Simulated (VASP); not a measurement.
# Lu (Fm-3m) in VASP: relaxation of cell and atoms with PBEsol

Aim: the relaxation of cell and atoms of Lu with PBEsol.

Everything below comes from runs of VASP 6.6.1. Logs are shortened: lines on timing, memory, paths and dates and some standing lists are left out, and cuts for length are marked.

## (1) The cell of the first run

The structure is cubic, space group Fm-3m (No. 225). Conventional cell: a = 4.900 Å, b = 4.900 Å, c = 4.900 Å, α = 90.00°, β = 90.00°, γ = 90.00°. Lu (site symmetry m-3m) has 12 Lu at 3.46 Å within 4.6 Å.

This isn't the form of Lu at room conditions, which is hcp.

## (2) Relaxation of cell and atoms, PBEsol

The input, INCAR:

```
PREC = Accurate
ENCUT = 600
EDIFF = 1E-7
ISMEAR = 1
SIGMA = 0.1
LREAL = F
LASPH = T
NELM = 120
ALGO = Normal
ISIF = 3
LWAVE = F
LCHARG = F
GGA = PS
IBRION = 2
NSW = 80
EDIFFG = -0.03
GGA_COMPAT = F
NELMIN = 4
```

The input, KPOINTS:

```
Automatic mesh
0
Gamma
  7 7 7
```

The input, POSCAR:

```
Lu
1.0
    0.0000000000      2.4500000000      2.4500000000
    2.4500000000      0.0000000000      2.4500000000
    2.4500000000      2.4500000000      0.0000000000
Lu
1
Direct
    0.0000000000      0.0000000000      0.0000000000
```

Potentials or basis: VASP PAW PBE potentials, release 64 (Lu).

Started as:

```sh
cat potpaw_PBE.64/Lu/POTCAR > POTCAR
mpirun -np 1 vasp_std > vasp.out
```

OUTCAR:

```text
PREC = Accurate
   ENCUT = 600
   EDIFF = 1E-7
   ISMEAR = 1
   LREAL = F
   LASPH = T
   NELM = 120
   ISIF = 3
   GGA = PS
   IBRION = 2
   NSW = 80
   EDIFFG = -0.03
   NELMIN = 4

 ion  position               nearest neighbor table
   1  0.000  0.000  0.000-

  LATTYP: Found a face centered cubic cell.
 ALAT       =     4.9000000000

  Lattice vectors:

 A1 = (   0.0000000000,   2.4500000000,   2.4500000000)
 A2 = (   2.4500000000,   0.0000000000,   2.4500000000)
 A3 = (   2.4500000000,   2.4500000000,   0.0000000000)

Analysis of symmetry for initial positions (statically):
=====================================================================
 Subroutine PRICEL returns:
 Original cell was already a primitive cell.

 Routine SETGRP: Setting up the symmetry group for a
 face centered cubic supercell.

 Subroutine GETGRP returns: Found 48 space group operations
 (whereof 48 operations were pure point group operations)
 out of a pool of 48 trial point group operations.

The static configuration has the point symmetry O_h .

Analysis of symmetry for dynamics (positions and initial velocities):
=====================================================================
 Subroutine PRICEL returns:
 Original cell was already a primitive cell.

 Routine SETGRP: Setting up the symmetry group for a
 face centered cubic supercell.

 Subroutine GETGRP returns: Found 48 space group operations
 (whereof 48 operations were pure point group operations)
 out of a pool of 48 trial point group operations.

The dynamic configuration has the point symmetry O_h .

 Subroutine INISYM returns: Found 48 space group operations
 (whereof 48 operations are pure point group operations),
 and found     1 'primitive' translations

----------------------------------------------------------------------------------------

                                     Primitive cell

  volume of cell :      29.4123

  direct lattice vectors                    reciprocal lattice vectors
     0.000000000  2.450000000  2.450000000    -0.204081633  0.204081633  0.204081633
     2.450000000  0.000000000  2.450000000     0.204081633 -0.204081633  0.204081633
     2.450000000  2.450000000  0.000000000     0.204081633  0.204081633 -0.204081633

  length of vectors
     3.464823228  3.464823228  3.464823228     0.353479757  0.353479757  0.353479757

  position of ions in fractional coordinates (direct lattice)
     0.000000000  0.000000000  0.000000000

  ion indices of the primitive-cell ions
   primitive index   ion index
                 1           1

----------------------------------------------------------------------------------------

 KPOINTS: Automatic mesh

Automatic generation of k-mesh.
 Grid dimensions read from file:
 generate k-points for:    7    7    7

 Generating k-lattice:

  Cartesian coordinates                     Fractional coordinates (reciprocal lattice)
    -0.029154519  0.029154519  0.029154519     0.142857143  0.000000000  0.000000000
     0.029154519 -0.029154519  0.029154519     0.000000000  0.142857143  0.000000000
     0.029154519  0.029154519 -0.029154519     0.000000000  0.000000000  0.142857143

  Length of vectors
     0.050497108  0.050497108  0.050497108

  Shift w.r.t. Gamma in fractional coordinates (k-lattice)
     0.000000000  0.000000000  0.000000000

 Subroutine IBZKPT returns following result:
 ===========================================

 Found     20 irreducible k-points:

 Following reciprocal coordinates:
            Coordinates               Weight
  0.000000  0.000000  0.000000      1.000000
  0.142857  0.000000  0.000000      8.000000
  0.285714  0.000000  0.000000      8.000000
  0.428571  0.000000  0.000000      8.000000
  0.142857  0.142857  0.000000      6.000000
  0.285714  0.142857  0.000000     24.000000
[... 12 lines left out ...]
 -0.428571  0.428571  0.142857     24.000000
 -0.285714  0.428571  0.142857     24.000000
   k-points           NKPTS =     20   k-points in BZ     NKDIM =     20   number of bands    NBANDS=     16
   number of dos      NEDOS =    301   number of ions     NIONS =      1
   total plane-waves  NPLWV =  21952
   dimension x,y,z NGX =    28 NGY =   28 NGZ =   28
   dimension x,y,z NGXF=    56 NGYF=   56 NGZF=   56
   ions per type =               1
   NGX,Y,Z   is equivalent  to a cutoff of  13.43, 13.43, 13.43 a.u.
   NGXF,Y,Z  is equivalent  to a cutoff of  26.87, 26.87, 26.87 a.u.
 SYSTEM =  unknown system
   PREC   = accura    normal or accurate (medium, high low for compatibility)
   ISTART =      0    job   : 0-new  1-cont  2-samecut
   ICHARG =      2    charge: 1-file 2-atom 10-const
   ISPIN  =      1    spin polarized calculation?
   LNONCOLLINEAR =      F non collinear calculations
   LSORBIT =      F    spin-orbit coupling
   LASPH  =      T    aspherical Exc in radial PAW
   ENCUT  =  600.0 eV  44.10 Ry    6.64 a.u.   6.92  6.92  6.92*2*pi/ulx,y,z
   NELM   =    120;   NELMIN=  4; NELMDL= -5     # of ELM steps
   EDIFF  = 0.1E-06   stopping-criterion for ELM
   LREAL  =      F    real-space projection
   EDIFFG = -.3E-01   stopping-criterion for IOM
   NSW    =     80    number of steps for IOM
   IBRION =      2    ionic relax: 0-MD 1-quasi-New 2-CG
   NFREE  =      1    steps in history (QN), initial steepest desc. (CG)
   ISIF   =      3    stress and relaxation
   ISYM   =      2    0-nonsym 1-usesym 2-fastsym
   POTIM  = 0.5000    time-step for ionic-motion
   TEBEG  =    0.0;   TEEND  =   0.0 temperature during run
   PSTRESS=    0.0 pullay stress
   NELECT =      25.0000    total number of electrons
   NUPDOWN=      -1.0000    fix difference up-down
   EMIN   =  10.00;   EMAX   =-10.00  energy-range for DOS
   EFERMI =   0.00;   METHOD = LEGACY
   ISMEAR =     1;   SIGMA  =   0.10  broadening in eV -4-tet -1-fermi 0-gaus
   EFERMI_NEDOS =   21; number of points for ismear=-14 and -15
   IALGO  =     38    algorithm
   IMIX   =      4    mixing-type and parameters
     AMIX     =   0.40;   BMIX     =  1.00
     AMIX_MAG =   1.60;   BMIX_MAG =  1.00
  volume/ion in A,a.u.               =      29.41       198.48
  Fermi-wavevector in a.u.,A,eV,Ry     =   1.550763  2.930517 32.720185  2.404866
  Thomas-Fermi vector in A             =   2.655380
   LORBIT       =      0    0 simple, 1 ext, 2 COOP (PROOUT), +10 PAW based schemes
   GGA     = PS    functional components
   LHFCALC =     F    Hartree Fock is set to
   AEXX    =    0.0000 exact exchange contribution
   IVDW    =     0    specifies the selected vdW correction
   LEPSILON=     F    determine dielectric tensor
   LRPA    =     F    only Hartree local field effects (RPA)
 conjugate gradient relaxation of ions
 non-spin polarized calculation
 Methfessel and Paxton  Order N= 1 SIGMA  =   0.10
  energy-cutoff  :      600.00
  volume of cell :       29.41
 maximum number of plane-waves:       998
   NGX = 13   NGY = 13   NGZ = 13

--------------------------------------- Ionic step        1  -------------------------------------------

 number of electron      25.0000000 magnetization

 Free energy of the ion-electron system (eV)
  ---------------------------------------------------
  ext. energy  EPLUGINS =         0.00000000
  ---------------------------------------------------
  free energy    TOTEN  =        -4.89914933 eV

  energy without entropy =       -4.89905043  energy(sigma->0) =       -4.89911636

------------------------ aborting loop because EDIFF is reached ----------------------------------------

  FORCE on cell =-STRESS in cart. coord.  units (eV):
  Direction    XX          YY          ZZ          XY          YZ          ZX
  --------------------------------------------------------------------------------------
  -------------------------------------------------------------------------------------
  Total       -0.5505669     -0.5505669     -0.5505669     -0.0000000     -0.0000000     -0.0000000
  in kB      -29.9910999    -29.9910999    -29.9910999     -0.0000000     -0.0000000     -0.0000000
  external PRESSURE =     -29.9910999 kB  Pullay stress =       0.0000000 kB

 VOLUME and BASIS-vectors are now :
 -----------------------------------------------------------------------------
  energy-cutoff  :      600.00
  volume of cell :       29.41
      direct lattice vectors                 reciprocal lattice vectors
     0.000000000  2.450000000  2.450000000    -0.204081633  0.204081633  0.204081633
     2.450000000  0.000000000  2.450000000     0.204081633 -0.204081633  0.204081633
     2.450000000  2.450000000  0.000000000     0.204081633  0.204081633 -0.204081633

 POSITION                                       TOTAL-FORCE (eV/Angst)
 -----------------------------------------------------------------------------------
      0.00000      0.00000      0.00000         0.000000      0.000000      0.000000
 -----------------------------------------------------------------------------------
    total drift:                               -0.000000     -0.000000     -0.000000

  FREE ENERGIE OF THE ION-ELECTRON SYSTEM (eV)
  ---------------------------------------------------
  free  energy   TOTEN  =        -4.8991493266 eV

  energy  without entropy=       -4.8990504285  energy(sigma->0) =       -4.89911636

--------------------------------------- Ionic step        2  -------------------------------------------

 number of electron      24.9999998 magnetization

 Free energy of the ion-electron system (eV)
  ---------------------------------------------------
  ext. energy  EPLUGINS =         0.00000000
  ---------------------------------------------------
  free energy    TOTEN  =        -4.92045819 eV

  energy without entropy =       -4.92063281  energy(sigma->0) =       -4.92051640

 E-fermi :   2.5067     XC(G=0): -11.1207

 val. band max:        2.4133722427   @ k =   0.2857   0.2857   0.0000
 cond. band min:       2.5640809907   @ k =  -0.4286   0.1429   0.0000
 fundamental gap:      0.1507087480
 Fermi energy:         2.5067057614

 k-point     1 :       0.0000    0.0000    0.0000
  band No.  band energies     occupation
      1     -53.6368      2.00000
      2     -24.0059      2.00000
      3     -24.0059      2.00000
      4     -24.0059      2.00000
      5      -3.8539      2.00000
      6      -2.4832      2.00000
[... 8 lines left out ...]
     15       4.7100      0.00000
     16       7.2888      0.00000

 k-point     2 :       0.1429    0.0000    0.0000
  band No.  band energies     occupation
      1     -53.6291      2.00000
      2     -24.1309      2.00000
      3     -24.0219      2.00000
      4     -24.0219      2.00000
      5      -3.2580      2.00000
      6      -2.4710      2.00000
[... 8 lines left out ...]
     15       4.9623      0.00000
     16       7.0336      0.00000

 k-point     3 :       0.2857    0.0000    0.0000
  band No.  band energies     occupation
      1     -53.6117      2.00000
      2     -24.4012      2.00000
      3     -24.0576      2.00000
      4     -24.0576      2.00000
      5      -2.4588      2.00000
      6      -2.4160      2.00000
[... 8 lines left out ...]
     15       4.9313      0.00000
     16       7.5254      0.00000

 k-point     4 :       0.4286    0.0000    0.0000
  band No.  band energies     occupation
      1     -53.5976      2.00000
      2     -24.6084      2.00000
      3     -24.0860      2.00000
      4     -24.0860      2.00000
      5      -2.4666      2.00000
      6      -2.4238      2.00000
[... 8 lines left out ...]
     15       4.5382      0.00000
     16       8.9216      0.00000
[... 248 lines left out ...]
 k-point    18 :      -0.4286    0.2857    0.1429
  band No.  band energies     occupation
      1     -53.5888      2.00000
      2     -24.5166      2.00000
      3     -24.2838      2.00000
      4     -24.1512      2.00000
      5      -2.4358      2.00000
      6      -2.4280      2.00000
[... 8 lines left out ...]
     15       5.7877      0.00000
     16       8.2248      0.00000

 k-point    19 :      -0.4286    0.4286    0.1429
  band No.  band energies     occupation
      1     -53.5842      2.00000
      2     -24.5227      2.00000
      3     -24.2915      2.00000
      4     -24.2193      2.00000
      5      -2.4253      2.00000
      6      -2.4080      2.00000
[... 8 lines left out ...]
     15       6.8178      0.00000
     16       8.9449      0.00000

 k-point    20 :      -0.2857    0.4286    0.1429
  band No.  band energies     occupation
      1     -53.5830      2.00000
      2     -24.4441      2.00000
      3     -24.4061      2.00000
      4     -24.2091      2.00000
      5      -2.4323      2.00000
      6      -2.4152      2.00000
[... 8 lines left out ...]
     15       5.7652      0.00000
     16       9.1123      0.00000

------------------------ aborting loop because EDIFF is reached ----------------------------------------

  FORCE on cell =-STRESS in cart. coord.  units (eV):
  Direction    XX          YY          ZZ          XY          YZ          ZX
  --------------------------------------------------------------------------------------
  -------------------------------------------------------------------------------------
  Total        0.0177718      0.0177718      0.0177718      0.0000000      0.0000000      0.0000000
  in kB        1.0495091      1.0495091      1.0495091      0.0000000      0.0000000      0.0000000
  external PRESSURE =       1.0495091 kB  Pullay stress =       0.0000000 kB

 VOLUME and BASIS-vectors are now :
 -----------------------------------------------------------------------------
  energy-cutoff  :      600.00
  volume of cell :       27.13
      direct lattice vectors                 reciprocal lattice vectors
     0.000000000  2.384926025  2.384926025    -0.209650109  0.209650109  0.209650109
     2.384926025 -0.000000000  2.384926025     0.209650109 -0.209650109  0.209650109
     2.384926025  2.384926025 -0.000000000     0.209650109  0.209650109 -0.209650109

 POSITION                                       TOTAL-FORCE (eV/Angst)
 -----------------------------------------------------------------------------------
      2.38493      2.38493     -0.00000         0.000000     -0.000000      0.000000
 -----------------------------------------------------------------------------------
    total drift:                                0.000000      0.000000     -0.000000

  FREE ENERGIE OF THE ION-ELECTRON SYSTEM (eV)
  ---------------------------------------------------
  free  energy   TOTEN  =        -4.9204581891 eV

  energy  without entropy=       -4.9206328096  energy(sigma->0) =       -4.92051640

 reached required accuracy - stopping structural energy minimisation
```

It took 21 s on 1 thread of Intel Xeon Platinum 8559C (Emerald Rapids), shared host; peak memory 0.17 GiB.

Results:

```yaml
Free_energy: -4.9205 eV
Relaxed_volume: 27.13 Å³/atom
Relaxed_cell: a = 3.373 Å, b = 3.373 Å, c = 3.373 Å, α = 60.00°, β = 60.00°, γ = 60.00°
Space_group_after_relaxing_to_0.1_Å: Fm-3m (No. 225)
Energy_gained_by_relaxing: 21.3 meV/atom
Ionic_steps: 2
Pressure_after_relaxing: 0.1 GPa
Band_gap_on_the_k_mesh: zero (an odd number of electrons rules out a gap without spin polarisation)
```

The path:
```csv
step,energy change (eV),largest force (eV/Å),pressure (GPa),volume (Å³)
1,0.0000,0.0000,-3.00,29.41
2,-0.0213,0.0000,0.10,27.13
```

Final structure:
```xyz
1
Lattice="0.0000 2.3849 2.3849 2.3849 0.0000 2.3849 2.3849 2.3849 0.0000" Properties=species:S:1:pos:R:3 pbc="T T T"
Lu    2.3849    2.3849    0.0000
```

Levels at points of the mesh, in eV from the Fermi level:
| k point | band 9 | band 10 | band 11 | band 12 | band 13 | band 14 | band 15 | band 16 |
| --- | --- | --- | --- | --- | --- | --- | --- | --- |
| (0.00, 0.00, 0.00) | -4.93 | -4.83 | -4.83 | -4.83 | 2.20 | 2.20 | 2.20 | 4.78 |

Caveat: the PAW data sets were made with another functional, which shifts forces and pressure a little; spin-orbit coupling is left out, which moves the levels of the heavy elements.
